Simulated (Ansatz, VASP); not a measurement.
## Ti3SiO8: VASP beside Ansatz

Contents of INCAR:

```
PREC = Accurate
ENCUT = 520
EDIFF = 1E-6
ISMEAR = -1
SIGMA = 0.02
LREAL = False
LASPH = True
NELM = 80
ALGO = Normal
ISIF = 2
LWAVE = False
LCHARG = True
GGA = PE
LELF = True
LVHAR = True
NBANDS = 56
```

KPOINTS

```
Automatic mesh
0
Gamma
  8 4 4
```

The input POSCAR:

```
Ti3SiO8
1.0
    3.6385265243      0.0000000000      0.0000000000
    0.0000000000      5.8777544675      0.0000000000
    0.0000000000      0.0000000000      6.0459357536
Si Ti O
1 3 8
Direct
    0.0000000000      0.0000000000      0.0877066611
    0.5000000000      0.2473063706      0.4296944289
    0.0000000000      0.5000000000      0.0507390900
    0.5000000000      0.7526936294      0.4296944289
    0.5000000000      0.0000000000      0.6028727919
    0.5000000000      0.0000000000      0.1585590275
    0.0000000000      0.2251809447      0.3196020140
    0.0000000000      0.2264141782      0.9142000684
    0.5000000000      0.5000000000      0.6034801794
    0.5000000000      0.5000000000      0.1696492277
    0.0000000000      0.7748190553      0.3196020140
    0.0000000000      0.7735858218      0.9142000684
```

Input for Ansatz:

```yaml
crystal:
  lattice:
    - [3.6385265243, 0.0, 0.0]
    - [0.0, 5.8777544675, 0.0]
    - [0.0, 0.0, 6.0459357536]
  atoms:
    - { symbol: Si, position: [0.0, 0.0, 0.0877066611] }
    - { symbol: Ti, position: [0.5, 0.2473063706, 0.4296944289] }
    - { symbol: O, position: [0.5, 0.0, 0.6028727919] }
    - { symbol: O, position: [0.5, 0.0, 0.1585590275] }
    - { symbol: O, position: [0.0, 0.2251809447, 0.319602014] }
    - { symbol: O, position: [0.0, 0.2264141782, 0.9142000684] }
    - { symbol: Ti, position: [0.0, 0.5, 0.05073909] }
    - { symbol: Ti, position: [0.5, 0.7526936294, 0.4296944289] }
    - { symbol: O, position: [0.5, 0.5, 0.6034801794] }
    - { symbol: O, position: [0.5, 0.5, 0.1696492277] }
    - { symbol: O, position: [0.0, 0.7748190553, 0.319602014] }
    - { symbol: O, position: [0.0, 0.7735858218, 0.9142000684] }
kpoints:
  mp_grid: { grid: [8, 4, 4] }
  band_path:
    path:
      - [[0.0, 0.0, 0.0], [0.5, 0.0, 0.0], [0.5, 0.5, 0.0], [0.0, 0.5, 0.0], [0.0, 0.0, 0.0], [0.0, 0.0, 0.5], [0.5, 0.0, 0.5], [0.5, 0.5, 0.5], [0.0, 0.5, 0.5], [0.0, 0.0, 0.5]]
      - [[0.5, 0.0, 0.0], [0.5, 0.0, 0.5]]
      - [[0.0, 0.5, 0.0], [0.0, 0.5, 0.5]]
      - [[0.5, 0.5, 0.0], [0.5, 0.5, 0.5]]
    npoints: 10
hamiltonian:
  xc: pbe
scf:
  occupations: { method: fermi_dirac, width: 0.02 }
  n_extra_bands: 7
output:
  forces: true
  stress: true
  eigenvalues: true
```

Alike in both runs: task single point; functional PBE; k mesh 8 × 4 × 4; occupations fermi-dirac, width 0.02 eV; no spin polarisation.

|  | VASP | Ansatz |
| --- | --- | --- |
| version | VASP 6.6.1 | Ansatz 0.2.0 |
| potentials or method | VASP PAW PBE potentials, release 64 (Si, Ti_sv, O) | plane waves, PAW |
| plane-wave cutoff (eV) | 520 | 420 |
| valence electrons in the cell | 88 | 88 |

VASP gave:

```
gap on the k mesh at the Fermi level (eV) : 2.91
pressure (GPa)                            : 6.1
rms of the force components (eV/Å)        : 0.141
```

Task: What did Ansatz give for the same quantities?

Result: gap on the k mesh at the Fermi level (eV): 2.94; pressure (GPa): 5.4; rms of the force components (eV/Å): 0.112.
